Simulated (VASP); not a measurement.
## AlNi3: relaxation of cell and atoms with LDA

AlNi3:

```
Al Ni
1.0
     0.00000    2.80189    2.80189
     2.80189    0.00000    2.80189
     2.80189    2.80189    0.00000
Al Ni
1 3
Direct
  0.50000 0.50000 0.50000
  0.25000 0.25000 0.25000
  0.00000 0.00000 0.00000
  0.75000 0.75000 0.75000
```

```json
{"Program": "VASP 6.6.1", "Task": "relaxation of cell and atoms", "Functional": "LDA", "Potentials or basis": "VASP PAW LDA potentials, release 64 (Al, Ni)", "Cutoff": "600 eV", "k mesh": "14 × 14 × 14", "Occupations": "gaussian, width 0.1 eV", "Spin": "no spin polarisation", "Dipole correction": "no", "Further INCAR settings": "ALGO = Fast; EDIFF = 1e-07; IBRION = 2; EDIFFG = -0.01; NSW = 80; ISIF = 3"}
```

The relaxed volume is 10.61 Å³/atom and the relaxed cell is a = 3.915 Å, b = 3.915 Å, c = 3.915 Å, α = 60.00°, β = 60.00°, γ = 60.00°. The space group after relaxing (to 0.05 Å) is Fm-3m (No. 225), the energy gained by relaxing is 9.1 meV/atom and the ionic steps are 3. The pressure after relaxing is 0.1 GPa.

The path:
```tsv
step	energy change (eV)	largest force (eV/Å)	pressure (GPa)	volume (Å³)
1	0.0000	0.0000	-7.03	43.99
2	-0.0007	0.0000	8.17	40.99
3	-0.0363	0.0000	0.07	42.43
```

Final structure:
```
Al Ni
1.0
     0.00000    2.76837    2.76837
     2.76837    0.00000    2.76837
     2.76837    2.76837    0.00000
Al Ni
1 3
Direct
  0.50000 0.50000 0.50000
  0.25000 0.25000 0.25000
  0.00000 0.00000 0.00000
  0.75000 0.75000 0.75000
```

Levels at points of the mesh, in eV from the Fermi level:
```csv
k point,band 13,band 14,band 15,band 16,band 17,band 18,band 19,band 20
"(0.00, 0.00, 0.00)",-0.60,-0.60,-0.54,-0.54,5.60,5.60,5.60,6.13
"(0.50, 0.00, 0.00)",-0.69,-0.69,-0.50,-0.50,-0.16,4.46,4.46,4.99
"(0.50, 0.50, 0.00)",-1.13,-0.80,-0.64,-0.38,-0.38,-0.37,-0.04,4.44
```

Wall time 3.2 min on 1 thread of Intel Xeon 6975P-C, with other jobs on the host, peak memory 0.24 GiB.

Spin polarisation is off, so any magnetic state and its effect on volume and gap are missing.
